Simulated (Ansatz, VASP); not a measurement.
## AlN: VASP beside Ansatz

File INCAR:

```
  PREC = Accurate
  ENCUT = 520
  EDIFF = 1E-6
  ISMEAR = -1
  SIGMA = 0.1
  LREAL = F
  LASPH = T
  NELM = 60
  ALGO = Normal
  ISIF = 2
  LWAVE = F
  LCHARG = F
  GGA = PS
  NBANDS = 11
```

KPOINTS

```
regular mesh
0
Gamma
  17 17 17
```

File POSCAR:

```
AlN
1.0
    0.0000000000      2.0226113034      2.0226113034
    2.0226113034      0.0000000000      2.0226113034
    2.0226113034      2.0226113034      0.0000000000
Al N
1 1
Direct
    0.0000000000      0.0000000000      0.0000000000
    0.5000000000      0.5000000000      0.5000000000
```

Input for Ansatz:

```yaml
crystal:
  lattice:
    - [0.0, 2.0226113034, 2.0226113034]
    - [2.0226113034, 0.0, 2.0226113034]
    - [2.0226113034, 2.0226113034, 0.0]
  atoms:
    - { symbol: Al, position: [0.0, 0.0, 0.0] }
    - { symbol: "N", position: [0.5, 0.5, 0.5] }
kpoints:
  mp_grid: { grid: [17, 17, 17] }
scf:
  occupations: { method: fermi_dirac, width: 0.1 }
hamiltonian:
  xc: pbesol
  pseudopotentials: { kind: paw, level: accurate }
output:
  forces: true
  stress: true
  eigenvalues: true
```

Alike in both runs: task single point; functional PBEsol; k mesh 17 × 17 × 17; occupations fermi-dirac, width 0.1 eV; no spin polarisation.

```csv
,VASP,Ansatz
version,VASP 6.6.1,Ansatz 0.2.0
potentials or method,"VASP PAW PBE potentials, release 64 (Al, N)","PAW with other files of Ansatz's library (level accurate), scalar-relativistic"
plane-wave cutoff (eV),520,1050
valence electrons in the cell,8,16
```

|  | VASP | Ansatz | Ansatz less VASP |
| --- | --- | --- | --- |
| gap on the k mesh at the Fermi level (eV) | 4.60 | 4.59 | -0.005 |
| pressure (GPa) | -0.1 | 0.1 | +0.14 |

VASP's potentials were made for PBE, not for PBEsol. VASP's potentials hold 8 valence electrons a cell and Ansatz's 16, so a difference there can come from the potentials and not from the codes.
